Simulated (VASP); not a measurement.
# Mg3Te2O (Cmcm) in VASP: single point with PBE

Aim: the single point of Mg3Te2O with PBE.

Program: VASP 6.6.1. These are calculated values, not measurements. Logs are shortened: lines on timing, memory, paths and dates and some standing lists are left out, and cuts for length are marked.

## Step 1: The cell of the first run

The structure is orthorhombic, space group Cmcm (No. 63). Conventional cell: a = 13.328 Å, b = 6.908 Å, c = 6.319 Å, α = 90.00°, β = 90.00°, γ = 90.00°. Within 2.7 Å of Mg (site symmetry m) lie 1 O at 2.01 Å. Mg (site symmetry 2/m) has 2 O at 2.03 Å within 2.7 Å. Te (site symmetry m) has 6 Mg at 2.89 to 3.20 Å and 3 O at 3.68 to 3.79 Å within 3.8 Å. Within 2.7 Å of O (site symmetry m2m) lie 4 Mg at 2.01 to 2.03 Å.

## Step 2: Single point, PBE (24.24 Å³/atom)

File INCAR:

```
SYSTEM = Mg3Te2O
  ALGO = Normal
  EDIFF = 1E-6
  ENCUT = 520
  GGA = PE
  ISIF = 2
  ISMEAR = 0
  LASPH = .TRUE.
  LCHARG = .FALSE.
  LREAL = .FALSE.
  LWAVE = .FALSE.
  NBANDS = 36
  NELM = 60
  PREC = Accurate
  SIGMA = 0.02
```

File KPOINTS:

```
k-points
0
G
  6 6 6
  0 0 0
```

File POSCAR:

```
Mg3Te2O
1.0
    6.6641100577     -3.4541393143      0.0000000000
    6.6641100577      3.4541393143      0.0000000000
    0.0000000000      0.0000000000      6.3193058952
Mg Te O
6 4 2
Direct
    0.4554788520      0.8089425650      0.7500000000
    0.1910574350      0.5445211480      0.7500000000
    0.0000000000      0.0000000000      0.5000000000
    0.8089425650      0.4554788520      0.2500000000
    0.5445211480      0.1910574350      0.2500000000
    0.0000000000      0.0000000000      0.0000000000
    0.1086846090      0.5872504300      0.2500000000
    0.8913153910      0.4127495700      0.7500000000
    0.4127495700      0.8913153910      0.2500000000
    0.5872504300      0.1086846090      0.7500000000
    0.1834212032      0.8165787968      0.7500000000
    0.8165787968      0.1834212032      0.2500000000
```

Potentials or basis: VASP PAW PBE potentials, release 64 (Mg, Te, O).

Started as:

```sh
cat potpaw_PBE.64/Mg/POTCAR potpaw_PBE.64/Te/POTCAR potpaw_PBE.64/O/POTCAR > POTCAR
mpirun -np 1 vasp_std > vasp.out
```

OUTCAR:

```text
SYSTEM = Mg3Te2O
   EDIFF = 1E-6
   ENCUT = 520
   GGA = PE
   ISIF = 2
   ISMEAR = 0
   LASPH = .TRUE.
   LREAL = .FALSE.
   NELM = 60
   PREC = Accurate

 ion  position               nearest neighbor table
   1  0.455  0.809  0.750-  11 2.01   8 2.89  10 2.93   9 3.20   9 3.20   6 3.25   3 3.25   2 3.52

   2  0.191  0.545  0.750-  11 2.01  10 2.89   8 2.93   7 3.20   7 3.20   6 3.25   3 3.25   1 3.52

   3  0.000  0.000  0.500-  11 2.03  12 2.03   9 3.14  10 3.14   7 3.14   8 3.14   6 3.16   6 3.16
                             1 3.25   2 3.25   4 3.25   5 3.25
   4  0.809  0.455  0.250-  12 2.01   9 2.89   7 2.93   8 3.20   8 3.20   6 3.25   3 3.25   5 3.52

   5  0.545  0.191  0.250-  12 2.01   7 2.89   9 2.93  10 3.20  10 3.20   6 3.25   3 3.25   4 3.52

   6  0.000  0.000  0.000-  11 2.03  12 2.03   9 3.14  10 3.14   7 3.14   8 3.14   3 3.16   3 3.16
                             5 3.25   2 3.25   1 3.25   4 3.25
   7  0.109  0.587  0.250-   5 2.89   4 2.93   3 3.14   6 3.14   2 3.20   2 3.20
   8  0.891  0.413  0.750-   1 2.89   2 2.93   3 3.14   6 3.14   4 3.20   4 3.20
   9  0.413  0.891  0.250-   4 2.89   5 2.93   3 3.14   6 3.14   1 3.20   1 3.20
  10  0.587  0.109  0.750-   2 2.89   1 2.93   3 3.14   6 3.14   5 3.20   5 3.20
  11  0.183  0.817  0.750-   1 2.01   2 2.01   3 2.03   6 2.03
  12  0.817  0.183  0.250-   4 2.01   5 2.01   3 2.03   6 2.03

  LATTYP: Found a base centered orthorhombic cell.
 ALAT       =     6.9082786286
 B/A-ratio  =     1.9293113136
 C/A-ratio  =     0.9147439232

  Lattice vectors:

 A1 = (  -6.6641100577,  -3.4541393143,   0.0000000000)
 A2 = (   6.6641100577,  -3.4541393143,   0.0000000000)
 A3 = (   0.0000000000,   0.0000000000,   6.3193058952)

Analysis of symmetry for initial positions (statically):
=====================================================================
 Subroutine PRICEL returns:
 Original cell was already a primitive cell.

 Routine SETGRP: Setting up the symmetry group for a
 base centered orthorhombic supercell.

 Subroutine GETGRP returns: Found  8 space group operations
 (whereof  4 operations were pure point group operations)
 out of a pool of  8 trial point group operations.

The static configuration has the point symmetry C_2h.
 The point group associated with its full space group is D_2h.

Analysis of symmetry for dynamics (positions and initial velocities):
=====================================================================
 Subroutine PRICEL returns:
 Original cell was already a primitive cell.

 Routine SETGRP: Setting up the symmetry group for a
 base centered orthorhombic supercell.

 Subroutine GETGRP returns: Found  8 space group operations
 (whereof  4 operations were pure point group operations)
 out of a pool of  8 trial point group operations.

The dynamic configuration has the point symmetry C_2h.
 The point group associated with its full space group is D_2h.

 Subroutine INISYM returns: Found  8 space group operations
 (whereof  4 operations are pure point group operations),
 and found     1 'primitive' translations

----------------------------------------------------------------------------------------

                                     Primitive cell

  volume of cell :     290.9252

  direct lattice vectors                    reciprocal lattice vectors
     6.664110058 -3.454139314  0.000000000     0.075028773 -0.144753860  0.000000000
     6.664110058  3.454139314  0.000000000     0.075028773  0.144753860  0.000000000
     0.000000000  0.000000000  6.319305895     0.000000000  0.000000000  0.158245228

  length of vectors
     7.506093609  7.506093609  6.319305895     0.163042929  0.163042929  0.158245228

  position of ions in fractional coordinates (direct lattice)
     0.455478852  0.808942565  0.750000000
     0.191057435  0.544521148  0.750000000
     0.000000000  0.000000000  0.500000000
     0.808942565  0.455478852  0.250000000
     0.544521148  0.191057435  0.250000000
     0.000000000  0.000000000  0.000000000
     0.108684609  0.587250430  0.250000000
     0.891315391  0.412749570  0.750000000
     0.412749570  0.891315391  0.250000000
     0.587250430  0.108684609  0.750000000
     0.183421203  0.816578797  0.750000000
     0.816578797  0.183421203  0.250000000

  ion indices of the primitive-cell ions
   primitive index   ion index
                 1           1
                 2           2
                 3           3
                 4           4
                 5           5
                 6           6
                 7           7
                 8           8
                 9           9
                10          10
                11          11
                12          12

----------------------------------------------------------------------------------------

 KPOINTS: k-points

Automatic generation of k-mesh.
 Grid dimensions read from file:
 generate k-points for:    6    6    6

 Generating k-lattice:

  Cartesian coordinates                     Fractional coordinates (reciprocal lattice)
     0.012504795 -0.024125643  0.000000000     0.166666667  0.000000000  0.000000000
     0.012504795  0.024125643  0.000000000     0.000000000  0.166666667  0.000000000
     0.000000000  0.000000000  0.026374205     0.000000000  0.000000000  0.166666667

  Length of vectors
     0.027173822  0.027173822  0.026374205

  Shift w.r.t. Gamma in fractional coordinates (k-lattice)
     0.000000000  0.000000000  0.000000000

 Subroutine IBZKPT returns following result:
 ===========================================

 Found     52 irreducible k-points:

 Following reciprocal coordinates:
            Coordinates               Weight
  0.000000  0.000000  0.000000      1.000000
  0.166667  0.000000  0.000000      4.000000
  0.333333  0.000000  0.000000      4.000000
  0.500000  0.000000  0.000000      2.000000
  0.166667  0.166667  0.000000      2.000000
  0.333333  0.166667  0.000000      4.000000
[... 16 lines left out ...]
  0.333333  0.333333  0.166667      4.000000
  0.500000  0.333333  0.166667      8.000000
 [... further k-points ...]
   k-points           NKPTS =     52   k-points in BZ     NKDIM =     52   number of bands    NBANDS=     36
   number of dos      NEDOS =    301   number of ions     NIONS =     12
   total plane-waves  NPLWV = 150528
   dimension x,y,z NGX =    56 NGY =   56 NGZ =   48
   dimension x,y,z NGXF=   112 NGYF=  112 NGZF=   96
   ions per type =               6   4   2
   NGX,Y,Z   is equivalent  to a cutoff of  12.40, 12.40, 12.63 a.u.
   NGXF,Y,Z  is equivalent  to a cutoff of  24.81, 24.81, 25.26 a.u.
 SYSTEM =  Mg3Te2O
   PREC   = accura    normal or accurate (medium, high low for compatibility)
   ISTART =      0    job   : 0-new  1-cont  2-samecut
   ICHARG =      2    charge: 1-file 2-atom 10-const
   ISPIN  =      1    spin polarized calculation?
   LNONCOLLINEAR =      F non collinear calculations
   LSORBIT =      F    spin-orbit coupling
   LASPH  =      T    aspherical Exc in radial PAW
   ENCUT  =  520.0 eV  38.22 Ry    6.18 a.u.  13.96 13.96 11.75*2*pi/ulx,y,z
   NELM   =     60;   NELMIN=  2; NELMDL= -5     # of ELM steps
   EDIFF  = 0.1E-05   stopping-criterion for ELM
   LREAL  =      F    real-space projection
   EDIFFG = 0.1E-04   stopping-criterion for IOM
   NSW    =      0    number of steps for IOM
   IBRION =     -1    ionic relax: 0-MD 1-quasi-New 2-CG
   NFREE  =      0    steps in history (QN), initial steepest desc. (CG)
   ISIF   =      2    stress and relaxation
   ISYM   =      2    0-nonsym 1-usesym 2-fastsym
   POTIM  = 0.5000    time-step for ionic-motion
   TEBEG  =    0.0;   TEEND  =   0.0 temperature during run
   PSTRESS=    0.0 pullay stress
   NELECT =      48.0000    total number of electrons
   NUPDOWN=      -1.0000    fix difference up-down
   EMIN   =  10.00;   EMAX   =-10.00  energy-range for DOS
   EFERMI =   0.00;   METHOD = LEGACY
   ISMEAR =     0;   SIGMA  =   0.02  broadening in eV -4-tet -1-fermi 0-gaus
   EFERMI_NEDOS =   21; number of points for ismear=-14 and -15
   IALGO  =     38    algorithm
   IMIX   =      4    mixing-type and parameters
     AMIX     =   0.40;   BMIX     =  1.00
     AMIX_MAG =   1.60;   BMIX_MAG =  1.00
  volume/ion in A,a.u.               =      24.24       163.61
  Fermi-wavevector in a.u.,A,eV,Ry     =   0.897900  1.696786 10.969356  0.806225
  Thomas-Fermi vector in A             =   2.020542
   LORBIT       =      0    0 simple, 1 ext, 2 COOP (PROOUT), +10 PAW based schemes
   GGA     = PE    functional components
   LHFCALC =     F    Hartree Fock is set to
   AEXX    =    0.0000 exact exchange contribution
   IVDW    =     0    specifies the selected vdW correction
   LEPSILON=     F    determine dielectric tensor
   LRPA    =     F    only Hartree local field effects (RPA)
 non-spin polarized calculation
 Gauss-broadening in eV      SIGMA  =   0.02
  energy-cutoff  :      520.00
  volume of cell :      290.93
 maximum number of plane-waves:      7865
   NGX = 27   NGY = 27   NGZ = 23

 number of electron      47.9999995 magnetization

 Free energy of the ion-electron system (eV)
  ---------------------------------------------------
  ext. energy  EPLUGINS =         0.00000000
  ---------------------------------------------------
  free energy    TOTEN  =       -48.37619382 eV

  energy without entropy =      -48.37619382  energy(sigma->0) =      -48.37619382

 E-fermi :   3.4216     XC(G=0):  -8.6648

 val. band max:        3.3049293603   @ k =   0.0000   0.0000   0.5000
 cond. band min:       4.6280302741   @ k =   0.0000   0.0000   0.0000
 fundamental gap:      1.3231009138
 Fermi energy:         3.4216413197

 k-point     1 :       0.0000    0.0000    0.0000
  band No.  band energies     occupation
      1     -14.5848      2.00000
      2     -14.4867      2.00000
      3      -7.3232      2.00000
      4      -6.5660      2.00000
      5      -6.4878      2.00000
      6      -6.4017      2.00000
[... 28 lines left out ...]
     35       9.6274      0.00000
     36       9.9096      0.00000
[... 866 lines left out ...]
      6      -6.3907      2.00000
[... 28 lines left out ...]
     35       9.0036      0.00000
     36       9.0795      0.00000

 [... further k-points ...]

------------------------ aborting loop because EDIFF is reached ----------------------------------------

  FORCE on cell =-STRESS in cart. coord.  units (eV):
  Direction    XX          YY          ZZ          XY          YZ          ZX
  --------------------------------------------------------------------------------------
  -------------------------------------------------------------------------------------
  Total       -4.8870589     -4.8562345     -4.8896160      0.0000000     -0.0000000      0.0000000
  in kB      -26.9139083    -26.7441527    -26.9279910      0.0000000     -0.0000000      0.0000000
  external PRESSURE =     -26.8620173 kB  Pullay stress =       0.0000000 kB

 VOLUME and BASIS-vectors are now :
 -----------------------------------------------------------------------------
  energy-cutoff  :      520.00
  volume of cell :      290.93
      direct lattice vectors                 reciprocal lattice vectors
     6.664110058 -3.454139314  0.000000000     0.075028773 -0.144753860  0.000000000
     6.664110058  3.454139314  0.000000000     0.075028773  0.144753860  0.000000000
     0.000000000  0.000000000  6.319305895     0.000000000  0.000000000  0.158245228

 POSITION                                       TOTAL-FORCE (eV/Angst)
 -----------------------------------------------------------------------------------
      8.42624      1.22091      4.73948        -0.003218      0.003506      0.000000
      4.90198      1.22091      4.73948         0.003218      0.003506      0.000000
      0.00000      0.00000      3.15965        -0.000000      0.000000      0.000000
      8.42624     -1.22091      1.57983        -0.003218     -0.003506      0.000000
      4.90198     -1.22091      1.57983         0.003218     -0.003506     -0.000000
      0.00000      0.00000      0.00000        -0.000000      0.000000      0.000000
      4.63779      1.65303      1.57983        -0.006830     -0.000683      0.000000
      8.69043     -1.65303      4.73948         0.006830      0.000683     -0.000000
      8.69043      1.65303      1.57983         0.006830     -0.000683     -0.000000
      4.63779     -1.65303      4.73948        -0.006830      0.000683      0.000000
      6.66411      2.18701      4.73948        -0.000000      0.011501      0.000000
      6.66411     -2.18701      1.57983        -0.000000     -0.011501      0.000000
 -----------------------------------------------------------------------------------
    total drift:                                0.000000     -0.000000     -0.000000

  FREE ENERGIE OF THE ION-ELECTRON SYSTEM (eV)
  ---------------------------------------------------
  free  energy   TOTEN  =       -48.3761938173 eV

  energy  without entropy=      -48.3761938173  energy(sigma->0) =      -48.37619382
```

Run time: 13 min. Hardware: 1 thread of Intel Xeon Platinum 8259CL at 2.50GHz (Skylake/Cascade Lake), shared host; peak memory 0.71 GiB.

Results:

```yaml
Free_energy: -48.3762 eV
Pressure: -2.7 GPa
Largest_force: 0.012 eV/Å
Band_gap_on_the_k_mesh: 1.32 eV (least direct gap 1.77 eV)
```

Forces in eV/Å, atoms in the order of the input:
```
Mg  -0.003  0.004  0.000
Mg   0.003  0.004  0.000
Mg   0.000  0.000  0.000
Mg  -0.003 -0.004  0.000
Mg   0.003 -0.004  0.000
Mg   0.000  0.000  0.000
Te  -0.007 -0.001  0.000
Te   0.007  0.001  0.000
Te   0.007 -0.001  0.000
Te  -0.007  0.001  0.000
O    0.000  0.012  0.000
O    0.000 -0.012  0.000
```

Levels at points of the mesh, in eV from the valence-band top:
```csv
k point,band 20,band 21,band 22,band 23,band 24,band 25,band 26,band 27,band 28,band 29
"(0.00, 0.00, 0.00)",-1.64,-1.14,-0.66,-0.65,-0.44,1.32,1.65,3.18,3.40,3.55
"(0.50, 0.00, 0.00)",-1.21,-1.12,-0.92,-0.66,-0.50,2.74,3.08,3.39,3.44,3.98
"(0.50, 0.50, 0.00)",-1.48,-1.31,-1.19,-0.47,-0.45,1.88,2.02,2.65,3.23,3.40
"(0.00, 0.00, 0.50)",-1.70,-1.28,-1.28,0.00,0.00,2.82,2.82,4.27,4.27,4.43
"(0.50, 0.00, 0.50)",-1.15,-0.76,-0.76,-0.65,-0.65,2.77,2.77,3.09,3.09,4.39
"(0.50, 0.50, 0.50)",-1.20,-1.07,-1.07,-0.66,-0.66,3.54,3.54,3.69,3.69,4.06
```

Caveat: spin-orbit coupling is left out, which moves the levels of the heavy elements. A k mesh can miss the band edges.
